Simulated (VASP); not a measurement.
Input of a VASP 6.6.1 run:

Contents of INCAR:

```
SYSTEM = TiC
PREC = Accurate
ENCUT = 520
EDIFF = 1E-6
ISMEAR = -1
SIGMA = 0.05
LREAL = .FALSE.
LASPH = .TRUE.
NELM = 100
ALGO = Normal
ISIF = 2
LWAVE = .FALSE.
LCHARG = .FALSE.
GGA = PE
NBANDS = 15
```

Contents of KPOINTS:

```
regular mesh
0
G
  9 9 9
  0 0 0
```

POSCAR

```
TiC
1.0
    0.0000000000      2.1657188437      2.2090332206
    2.1657188437      0.0000000000      2.2090332206
    2.1657188437      2.1657188437      0.0000000000
Ti C
1 1
Direct
    0.0000000000      0.0000000000      0.0000000000
    0.5000000000      0.5000000000      0.5000000000
```

Potentials or basis: VASP PAW PBE potentials, release 64 (Ti_sv, C).

Launch:

```sh
$ cat potpaw_PBE.64/Ti_sv/POTCAR potpaw_PBE.64/C/POTCAR > POTCAR
$ mpirun -np 1 vasp_std > vasp.out
```

**Question.** Predict the pressure.

**Answer.** -4.2 GPa.

**Question.** Predict the band gap on the k mesh.

**Answer.** Zero (band 8 reaches 9.92 eV, above the bottom of band 9 at 8.78 eV).

Stress tensor (GPa, compression positive):
```
-1.93  0.00  0.00
 0.00 -1.93  0.00
 0.00  0.00 -8.78
```
